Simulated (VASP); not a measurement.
# Bi (Pm-3m) in VASP: further runs, part 2 of 2

VASP 6.6.1. Earlier steps stand in the parts before.

### 3 Relaxation of cell and atoms, PBEsol

This run uses another cell than the first one, of 32.63 Å³/atom, 0.975 times its volume.

INCAR reads:

```
  PREC = Accurate
  ENCUT = 600
  EDIFF = 1E-6
  ISMEAR = 0
  SIGMA = 0.1
  LREAL = False
  LASPH = True
  NELM = 80
  ALGO = Normal
  ISIF = 3
  LWAVE = False
  LCHARG = False
  GGA = PS
  IBRION = 2
  NSW = 80
  EDIFFG = -0.01
```

KPOINTS reads:

```
Automatic mesh
0
Gamma
  14 14 14
```

POSCAR reads:

```
Bi
1.0
    3.1954398599      0.0000000000      0.0000000000
    0.0000000000      3.1954398599      0.0000000000
    0.0000000000      0.0000000000      3.1954398599
Bi
1
Direct
    0.0000000000      0.0000000000      0.0000000000
```

Potentials or basis: VASP PAW PBE potentials, release 64 (Bi_d).

The run is started by

```console
> cat potpaw_PBE.64/Bi_d/POTCAR > POTCAR
> mpirun -np 1 vasp_std > vasp.out
```

OUTCAR:

```text
PREC = Accurate
   ENCUT = 600
   EDIFF = 1E-6
   ISMEAR = 0
   LREAL = False
   LASPH = True
   NELM = 80
   ISIF = 3
   GGA = PS
   IBRION = 2
   NSW = 80
   EDIFFG = -0.01

 ion  position               nearest neighbor table
   1  0.000  0.000  0.000-

  LATTYP: Found a simple cubic cell.
 ALAT       =     3.1954398599

  Lattice vectors:

 A1 = (   3.1954398599,   0.0000000000,   0.0000000000)
 A2 = (   0.0000000000,   3.1954398599,   0.0000000000)
 A3 = (   0.0000000000,   0.0000000000,   3.1954398599)

Analysis of symmetry for initial positions (statically):
=====================================================================
 Subroutine PRICEL returns:
 Original cell was already a primitive cell.

 Routine SETGRP: Setting up the symmetry group for a
 simple cubic supercell.

 Subroutine GETGRP returns: Found 48 space group operations
 (whereof 48 operations were pure point group operations)
 out of a pool of 48 trial point group operations.

The static configuration has the point symmetry O_h .

Analysis of symmetry for dynamics (positions and initial velocities):
=====================================================================
 Subroutine PRICEL returns:
 Original cell was already a primitive cell.

 Routine SETGRP: Setting up the symmetry group for a
 simple cubic supercell.

 Subroutine GETGRP returns: Found 48 space group operations
 (whereof 48 operations were pure point group operations)
 out of a pool of 48 trial point group operations.

The dynamic configuration has the point symmetry O_h .

 Subroutine INISYM returns: Found 48 space group operations
 (whereof 48 operations are pure point group operations),
 and found     1 'primitive' translations

----------------------------------------------------------------------------------------

                                     Primitive cell

  volume of cell :      32.6281

  direct lattice vectors                    reciprocal lattice vectors
     3.195439860  0.000000000  0.000000000     0.312945962  0.000000000  0.000000000
[... 95 lines left out ...]
   NELECT =      15.0000    total number of electrons
   NUPDOWN=      -1.0000    fix difference up-down
   EMIN   =  10.00;   EMAX   =-10.00  energy-range for DOS
   EFERMI =   0.00;   METHOD = LEGACY
   ISMEAR =     0;   SIGMA  =   0.10  broadening in eV -4-tet -1-fermi 0-gaus
   EFERMI_NEDOS =   21; number of points for ismear=-14 and -15
   IALGO  =     38    algorithm
   IMIX   =      4    mixing-type and parameters
     AMIX     =   0.40;   BMIX     =  1.00
     AMIX_MAG =   1.60;   BMIX_MAG =  1.00
  volume/ion in A,a.u.               =      32.63       220.19
  Fermi-wavevector in a.u.,A,eV,Ry     =   1.263498  2.387665 21.720715  1.596428
  Thomas-Fermi vector in A             =   2.396852
   LORBIT       =      0    0 simple, 1 ext, 2 COOP (PROOUT), +10 PAW based schemes
   GGA     = PS    functional components
   LHFCALC =     F    Hartree Fock is set to
   AEXX    =    0.0000 exact exchange contribution
   IVDW    =     0    specifies the selected vdW correction
   LEPSILON=     F    determine dielectric tensor
   LRPA    =     F    only Hartree local field effects (RPA)
 conjugate gradient relaxation of ions
 non-spin polarized calculation
 Gauss-broadening in eV      SIGMA  =   0.10
  energy-cutoff  :      600.00
  volume of cell :       32.63
 maximum number of plane-waves:      1108
 NGX is ok and might be reduce to    28
   NGX = 13   NGY = 13   NGZ = 13

--------------------------------------- Ionic step        1  -------------------------------------------

 number of electron      15.0000000 magnetization

 Free energy of the ion-electron system (eV)
  ---------------------------------------------------
  ext. energy  EPLUGINS =         0.00000000
  ---------------------------------------------------
  free energy    TOTEN  =        -4.27866701 eV

  energy without entropy =       -4.27559942  energy(sigma->0) =       -4.27713321

 E-fermi :   6.9581     XC(G=0): -10.0860

 val. band max:        6.9435399371   @ k =   0.3571   0.2857   0.2857
 cond. band min:       7.0029082645   @ k =   0.2857   0.2143   0.0000
 fundamental gap:      0.0593683274
 Fermi energy:         6.9581358577

 k-point     1 :       0.0000    0.0000    0.0000
  band No.  band energies     occupation
      1     -15.9268      2.00000
      2     -15.9268      2.00000
      3     -15.5415      2.00000
      4     -15.5415      2.00000
      5     -15.5415      2.00000
      6      -6.4430      2.00000
      7      10.3090      0.00000
      8      10.3090      0.00000
      9      10.3090      0.00000
     10      13.5559      0.00000
     11      15.0197      0.00000
[... 426 lines left out ...]
--------------------------------------- Ionic step        4  -------------------------------------------

 number of electron      14.9999994 magnetization

 Free energy of the ion-electron system (eV)
  ---------------------------------------------------
  ext. energy  EPLUGINS =         0.00000000
  ---------------------------------------------------
  free energy    TOTEN  =        -4.28197075 eV

  energy without entropy =       -4.27889141  energy(sigma->0) =       -4.28043108

 E-fermi :   6.6561     XC(G=0):  -9.9709

 val. band max:        6.6502283468   @ k =   0.2143   0.2143   0.1429
 cond. band min:       6.6882239504   @ k =   0.5000   0.5000   0.3571
 fundamental gap:      0.0379956036
 Fermi energy:         6.6561129881

 k-point     1 :       0.0000    0.0000    0.0000
  band No.  band energies     occupation
      1     -16.1842      2.00000
      2     -16.1842      2.00000
      3     -15.8286      2.00000
      4     -15.8286      2.00000
      5     -15.8286      2.00000
      6      -6.5706      2.00000
      7       9.9486      0.00000
      8       9.9486      0.00000
      9       9.9486      0.00000
     10      13.1203      0.00000
     11      14.6447      0.00000
[... 350 lines left out ...]
  FREE ENERGIE OF THE ION-ELECTRON SYSTEM (eV)
  ---------------------------------------------------
  free  energy   TOTEN  =        -4.2819707548 eV

  energy  without entropy=       -4.2788914117  energy(sigma->0) =       -4.28043108

 reached required accuracy - stopping structural energy minimisation
```

OSZICAR:

```text
N       E                     dE             d eps       ncg     rms          rms(c)
DAV:   1     0.109987536354E+03    0.10999E+03   -0.87599E+03  2646   0.171E+03
DAV:   2     0.157646436356E+01   -0.10841E+03   -0.10601E+03  2694   0.378E+02
DAV:   3    -0.412911578039E+01   -0.57056E+01   -0.56269E+01  3103   0.931E+01
DAV:   4    -0.427804890192E+01   -0.14893E+00   -0.14793E+00  3070   0.161E+01
[... 26 lines left out ...]
       N       E                     dE             d eps       ncg     rms          rms(c)
DAV:   1    -0.428214358669E+01   -0.17162E-03   -0.46018E-03  3066   0.139E+00    0.690E-02
DAV:   2    -0.428199766952E+01    0.14592E-03   -0.25669E-04  3051   0.333E-01    0.276E-02
DAV:   3    -0.428197114079E+01    0.26529E-04   -0.11171E-04  3999   0.201E-01    0.288E-03
DAV:   4    -0.428197075482E+01    0.38597E-06   -0.13043E-06  1854   0.153E-02
   4 F= -.42819708E+01 E0= -.42804311E+01  d E =-.330375E-02
```

Run time: 96 s. Hardware: 1 thread of Intel Xeon Platinum 8375C at 2.90GHz (Ice Lake), shared host; peak memory 0.19 GiB.

What came out:

```yaml
Free_energy: -4.2820 eV
Relaxed_volume: 33.44 Å³/atom
Relaxed_cell: a = 3.222 Å, b = 3.222 Å, c = 3.222 Å, α = 90.00°, β = 90.00°, γ = 90.00°
Space_group_after_relaxing_to_0.05_Å: Pm-3m (No. 221)
Energy_gained_by_relaxing: 3.3 meV/atom
Ionic_steps: 4
Pressure_after_relaxing: 0.0 GPa
```

The path:
| step | energy change (eV) | largest force (eV/Å) | pressure (GPa) | volume (Å³) |
| --- | --- | --- | --- | --- |
| 1 | 0.0000 | 0.0000 | 1.42 | 32.63 |
| 2 | -0.0016 | 0.0000 | -0.88 | 34.01 |
| 3 | -0.0033 | 0.0000 | 0.05 | 33.41 |
| 4 | -0.0033 | 0.0000 | 0.05 | 33.44 |

Final structure:
```xyz
1
Lattice="3.2219 0.0000 0.0000 0.0000 3.2219 0.0000 0.0000 0.0000 3.2219" Properties=species:S:1:pos:R:3 pbc="T T T"
Bi    0.0000    0.0000    0.0000
```

Levels at points of the mesh, in eV from the Fermi level:
```tsv
k point	band 5	band 6	band 7	band 8	band 9	band 10
(0.00, 0.00, 0.00)	-22.48	-13.23	3.29	3.29	3.29	6.46
(0.50, 0.00, 0.00)	-22.48	-11.25	-5.06	5.25	5.25	9.79
(0.50, 0.50, 0.00)	-22.36	-9.28	-3.13	-3.13	2.71	7.31
(0.50, 0.50, 0.50)	-22.35	-7.28	-1.32	-1.32	-1.32	5.44
```

Caveat: the PAW data sets were made with another functional, which shifts forces and pressure a little; spin-orbit coupling is left out, which moves the levels of the heavy elements. Zero-point motion and thermal expansion aren't in these numbers.
